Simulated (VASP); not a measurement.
TiAl: single point with LDA

The system is TiAl.

```
Ti Al
1.0
     3.04979    0.00000    0.00000
     0.00000    3.04979    0.00000
     0.00000    0.00000    2.88479
Ti Al
1 1
Direct
  0.00000 0.00000 0.00000
  0.50000 0.50000 0.50000
```

* Program: VASP 6.6.1
* Task: single point
* Functional: LDA
* Potentials or basis: VASP PAW LDA potentials, release 64 (Ti_sv, Al)
* Cutoff: 520 eV
* k mesh: 16 × 16 × 16
* Occupations: gaussian, width 0.15 eV
* Spin: no spin polarisation

The pressure is 21.0 GPa and the band gap on the k mesh is zero (an odd number of electrons rules out a gap without spin polarisation).

Stress tensor (GPa, compression positive):
```
21.47  0.00  0.00
 0.00 21.47  0.00
 0.00  0.00 20.18
```

Levels at points of the mesh, in eV from the Fermi level:
```csv
k point,band 5,band 6,band 7,band 8,band 9,band 10,band 11,band 12
"(0.00, 0.00, 0.00)",-9.95,-1.96,-1.79,1.98,2.35,2.35,4.86,4.86
"(0.50, 0.00, 0.00)",-6.32,-5.65,-0.80,-0.09,0.69,2.59,3.60,6.77
"(0.50, 0.50, 0.00)",-5.75,-2.17,-2.17,-1.72,1.16,1.16,3.29,5.55
"(0.00, 0.00, 0.50)",-5.70,-5.52,-0.62,-0.06,-0.06,2.36,4.37,6.77
"(0.50, 0.00, 0.50)",-5.39,-2.05,-1.65,-1.60,0.52,0.69,3.55,6.28
"(0.50, 0.50, 0.50)",-3.65,-3.65,-3.62,1.76,3.42,3.51,3.51,3.75
```

Wall time 3.8 min on 1 thread of Intel Xeon 8259CL, with other jobs on the host, peak memory 0.26 GiB.

Caveat: the cell stands under pressure.
